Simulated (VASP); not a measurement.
## TiNb2Te4: single point with PBE

Crystal: TiNb2Te4.

```
Ti Nb Te
1.0
     4.35560    2.51471    3.51012
    -4.35560    2.51471    3.51012
     0.00000   -5.02942    3.51012
Ti Nb Te
1 2 4
Direct
  0.00000 0.00000 0.00000
  0.75152 0.75152 0.75152
  0.24848 0.24848 0.24848
  0.00000 0.00000 0.50000
  0.50000 0.00000 0.00000
  0.00000 0.50000 0.00000
  0.50000 0.50000 0.50000
```

The cell was built from a structure type or drawn by symmetry, and may not be a known phase.

* Program: VASP 6.6.1
* Task: single point
* Functional: PBE
* Potentials or basis: VASP PAW PBE potentials, release 64 (Ti_sv, Nb_sv, Te)
* Cutoff: 520 eV
* k mesh: 3 × 3 × 3
* Occupations: gaussian, width 0.2 eV
* Spin: no spin polarisation

- Pressure: -0.4 GPa
- Largest force: 0.008 eV/Å
- Band gap on the k mesh: zero (bands 31 and 32 overlap by 0.33 eV)

Forces on the atoms (eV/Å):
```
Ti   0.000  0.000  0.000
Nb   0.000  0.000  0.008
Nb   0.000  0.000 -0.008
Te   0.000  0.000  0.000
Te   0.000  0.000  0.000
Te   0.000  0.000  0.000
Te   0.000  0.000  0.000
```

Stress tensor (GPa, compression positive):
```
-0.41  0.00  0.00
 0.00 -0.41  0.00
 0.00  0.00 -0.30
```

Levels at points of the mesh, in eV from the Fermi level:
| k point | band 28 | band 29 | band 30 | band 31 | band 32 | band 33 | band 34 | band 35 |
| --- | --- | --- | --- | --- | --- | --- | --- | --- |
| (0.00, 0.00, 0.00) | -1.32 | -1.32 | -1.26 | -1.26 | -0.24 | -0.24 | 0.43 | 0.43 |

Wall time 110 s on 1 thread of Intel(R) Xeon(R) Platinum 8488C (Sapphire Rapids) (shared host), peak memory 0.34 GiB.

Caveat: spin-orbit coupling is left out, which moves the levels of the heavy elements.
